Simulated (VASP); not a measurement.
Input of a VASP 6.6.1 run:

The input INCAR:

```
SYSTEM = Co
PREC     = Accurate       ! precision mode
ENCUT    = 520            ! plane-wave cutoff, eV
EDIFF    = 1E-7           ! SCF threshold, eV
ISMEAR   = -1             ! smearing method
SIGMA    = 0.1            ! smearing width, eV
LREAL    = .FALSE.        ! projectors in reciprocal space
LASPH    = .TRUE.         ! aspherical terms in the spheres
NELM     = 80             ! most SCF steps
ALGO     = Normal         ! electronic algorithm
ISIF     = 2              ! what is computed and relaxed
LWAVE    = .FALSE.        ! write WAVECAR
LCHARG   = .FALSE.        ! write CHGCAR
GGA      = PE             ! functional
NBANDS   = 16             ! bands
```

KPOINTS

```
Automatic mesh
0
G
  16 16 9
  0 0 0
```

POSCAR

```
Co
1.0
    2.4583936733      0.0000000000      0.0000000000
   -1.2291968366      2.1290313736      0.0000000000
    0.0000000000      0.0000000000      3.9606917934
Co
2
Direct
    0.3333333333      0.6666666667      0.2500000000
    0.6666666667      0.3333333333      0.7500000000
```

Potentials or basis: VASP PAW PBE potentials, release 64 (Co).

Launch:

```sh
$ cat potpaw_PBE.64/Co/POTCAR > POTCAR
$ mpirun -np 1 vasp_std > vasp.out
```

**Question.** Predict the band gap on the k mesh.

**Answer.** Zero (band 9 reaches 11.23 eV, above the bottom of band 10 at 9.70 eV).

**Question.** Estimate the pressure.

**Answer.** -0.8 GPa.

Caveat: the run has no spin polarisation, though such a crystal can be magnetic. Spin polarisation is off, so any magnetic state and its effect on volume and gap are missing.
